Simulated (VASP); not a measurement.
Runs of VASP 6.6.1 on NaF. The structure is that of space group Pm-3m (No. 221), or close to it. The cells are those of the table. 

```tsv
cell	gap on the mesh (eV)	pressure (GPa)
a = 2.884 Å, 2 atoms	5.53	-1.1
a = 2.746 Å, 2 atoms	6.46	8.1
a = 2.839 Å, 2 atoms	5.80	(a)
a = 2.793 Å, 2 atoms	6.11	(b)
a = 2.697 Å, 2 atoms	6.86	13.2
```

Alike in all rows: task single point; level PBE; potentials or basis VASP PAW PBE potentials, release 64 (Na_pv, F); no spin polarisation; k mesh 6 × 6 × 6; cutoff (eV) 520; smearing gaussian 0.01 eV.

Task: Estimate the missing entries.

Result: (a) 1.2; (b) 4.2.

A k mesh can miss the band edges.
